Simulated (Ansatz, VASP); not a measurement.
One calculation of AlN, two programs

```xyz
4
Lattice="3.3016 0.0000 0.0000 -1.6508 2.8593 0.0000 0.0000 0.0000 3.9756" Properties=species:S:1:pos:R:3 pbc="T T T"
Al    0.0000    1.9062    2.9817
Al    1.6508    0.9531    0.9939
N     0.0000    1.9062    0.9939
N     1.6508    0.9531    2.9817
```

Alike in both runs: task single point; functional PBEsol; k mesh 9 × 9 × 6; occupations gaussian, width 0.05 eV; no spin polarisation.

```csv
,VASP,Ansatz
version,VASP 6.6.1,Ansatz 0.2.0
potentials or method,"VASP PAW PBE potentials, release 64 (Al, N), cutoff 520 eV","scalar-relativistic, plane waves, PAW"
valence electrons in the cell,16,16
```

```tsv
	VASP	Ansatz	Ansatz less VASP
gap on the k mesh at the Fermi level (eV)	3.72	3.71	-0.013
least direct gap on the mesh (eV)	3.72	3.71	-0.013
pressure (GPa)	9.1	9.2	+0.05
traceless stress, the component that is largest in VASP (GPa)	6.50	6.48	-0.020
```

VASP's potentials were made for PBE, not for PBEsol.
